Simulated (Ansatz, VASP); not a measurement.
Given: the input of a run of VASP 6.6.1 on TePb.

The input INCAR:

```
SYSTEM = TePb
AGGAC = 1.0
AGGAX = 1.0
ALDAC = 0.0
ALDAX = 1.0
ALGO = Normal
EDIFF = 1E-6
ENCUT = 520
GGA = B5
ISIF = 2
ISMEAR = -1
LASPH = .TRUE.
LCHARG = .TRUE.
LELF = .TRUE.
LREAL = .FALSE.
LVHAR = .TRUE.
LWAVE = .FALSE.
NBANDS = 17
NELM = 100
PREC = Accurate
SIGMA = 0.05
```

File KPOINTS:

```
k-points
0
G
  7 7 7
  0 0 0
```

The input POSCAR:

```
TePb
1.0
    4.7281561763      0.0000000000      0.0000000000
    2.3559739337      4.0058535310      0.0000000000
    2.3333664522      1.2496796519      3.7753723225
Pb Te
1 1
Direct
    0.0000000000      0.0000000000      0.0000000000
    0.5000000000      0.5000000000      0.5000000000
```

Potentials or basis: VASP PAW PBE potentials, release 64 (Pb_d, Te).

The run is started by

```bash
$ cat potpaw_PBE.64/Pb_d/POTCAR potpaw_PBE.64/Te/POTCAR > POTCAR
$ mpirun -np 1 vasp_std > vasp.out
```

Q: Translate it to Ansatz 0.2.0. Potentials there: all-electron LAPW, scalar-relativistic.

A: As run (the cutoff follows the program's own potentials):

File input.yaml:

```yaml
crystal:
  lattice:
    - [4.7281561763, 0.0, 0.0]
    - [2.3559739337, 4.005853531, 0.0]
    - [2.3333664522, 1.2496796519, 3.7753723225]
  atoms:
    - { symbol: Pb, position: [0.0, 0.0, 0.0] }
    - { symbol: Te, position: [0.5, 0.5, 0.5] }
kpoints:
  mp_grid: { grid: [7, 7, 7] }
scf:
  occupations: { method: fermi_dirac, width: 0.05 }
hamiltonian:
  xc: blyp
  pseudopotentials: { kind: all_electron, lapw: { basis_error: 0.001 } }
output:
  forces: true
  stress: true
  eigenvalues: true
```

Potentials or basis: all-electron LAPW, scalar-relativistic.

Command:

```console
$ ansatz run input.yaml --threads 1 --pin off --max-ram 3072MiB --backend cpu --events-out ev --progress --plain --runs-dir out
```

Both were run:

|  | VASP | Ansatz | Ansatz less VASP |
| --- | --- | --- | --- |
| gap on the k mesh at the Fermi level (eV) | 1.03 | 1.04 | +0.009 |
| least direct gap on the mesh (eV) | 1.08 | 1.09 | +0.009 |
| pressure (GPa) | 2.7 | 2.6 | -0.10 |
| traceless stress, the component that is largest in VASP (GPa) | 1.35 | 1.33 | -0.018 |

VASP's potentials were made for PBE, not for BLYP. Ansatz ran all-electron here, and VASP with PAW potentials.

Spin-orbit coupling is off throughout.
